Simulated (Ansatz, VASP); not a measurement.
## LiBr: VASP beside Ansatz

INCAR

```
PREC = Accurate ; ENCUT = 750
EDIFF = 1E-6 ; ISMEAR = 0
SIGMA = 0.05 ; LREAL = F
LASPH = T ; NELM = 120
ALGO = Normal ; ISIF = 2
LWAVE = F ; LCHARG = T
GGA = PE ; LELF = T
LVHAR = T ; NBANDS = 12
GGA_COMPAT = F
```

File KPOINTS:

```
Automatic mesh
0
Gamma
  8 8 8
```

POSCAR

```
LiBr
1.0
    0.0000000000      2.8542800000      2.8542800000
    2.8542800000      0.0000000000      2.8542800000
    2.8542800000      2.8542800000      0.0000000000
Li Br
1 1
Direct
    0.0000000000      0.0000000000      0.0000000000
    0.5000000000      0.5000000000      0.5000000000
```

Input for Ansatz:

```yaml
crystal:
  lattice:
    - [0.0, 2.85428, 2.85428]
    - [2.85428, 0.0, 2.85428]
    - [2.85428, 2.85428, 0.0]
  atoms:
    - { symbol: Li, position: [0.0, 0.0, 0.0] }
    - { symbol: Br, position: [0.5, 0.5, 0.5] }
basis:
  ecutwfc: 420
kpoints:
  mp_grid: { grid: [8, 8, 8] }
hamiltonian:
  xc: pbe
scf:
  occupations: { method: gaussian, width: 0.05 }
output:
  forces: true
  stress: true
  eigenvalues: true
```

Change from the starting cell: strain +0.040 along x and y, +0.040 along z, atoms carried along.

Alike in both runs: task single point; functional PBE; k mesh 8 × 8 × 8; occupations gaussian, width 0.05 eV; no spin polarisation.

|  | VASP | Ansatz |
| --- | --- | --- |
| version | VASP 6.6.1 | Ansatz 0.2.0 |
| potentials or method | VASP PAW PBE potentials, release 64 (Li_sv, Br), cutoff 750 eV | scalar-relativistic, plane waves, PAW |
| valence electrons in the cell | 10 | 10 |

|  | VASP | Ansatz | Ansatz less VASP |
| --- | --- | --- | --- |
| gap on the k mesh at the Fermi level (eV) | 4.50 | 4.50 | -0.003 |
| least direct gap on the mesh (eV) | 4.50 | 4.50 | -0.003 |
| pressure (GPa) | -2.2 | -2.2 | +0.03 |
